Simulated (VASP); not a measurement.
A run of VASP 6.6.1:

INCAR

```
SYSTEM = Cu
PREC     = Accurate       ! precision mode
ENCUT    = 520            ! plane-wave cutoff, eV
EDIFF    = 1E-7           ! SCF threshold, eV
ISMEAR   = -1             ! smearing method
SIGMA    = 0.06122561905347299 ! smearing width, eV
LREAL    = .False.        ! projectors in reciprocal space
LASPH    = .True.         ! aspherical terms in the spheres
NELM     = 60             ! most SCF steps
ALGO     = Normal         ! electronic algorithm
ISIF     = 2              ! what is computed and relaxed
LWAVE    = .False.        ! write WAVECAR
LCHARG   = .True.         ! write CHGCAR
GGA      = PE             ! functional
LELF     = .True.         ! ELF
LVHAR    = .True.       
NBANDS   = 12             ! bands
```

Contents of KPOINTS:

```
Automatic mesh
0
Gamma
  15 15 15
  0 0 0
```

File POSCAR:

```
Cu
1.0
    2.3908615441      0.0000000000      0.0000000000
    0.0000000000      2.3908615441      0.0000000000
    0.0000000000      0.0000000000      2.3908615441
Cu
1
Direct
    0.0000000000      0.0000000000      0.0000000000
```

Potentials or basis: VASP PAW PBE potentials, release 64 (Cu).

Command:

```sh
$ cat potpaw_PBE.64/Cu/POTCAR > POTCAR
$ mpirun -np 1 vasp_std > vasp.out
```

Hardware: 1 thread of Intel Xeon 6975P-C, with other jobs on the host.

Problem. How long does it take, and how much memory?

Solution. Run time: 9.3 s on 1 thread of Intel Xeon 6975P-C, with other jobs on the host, peak memory 0.13 GiB. Counts: scf iterations 14, k points 120.
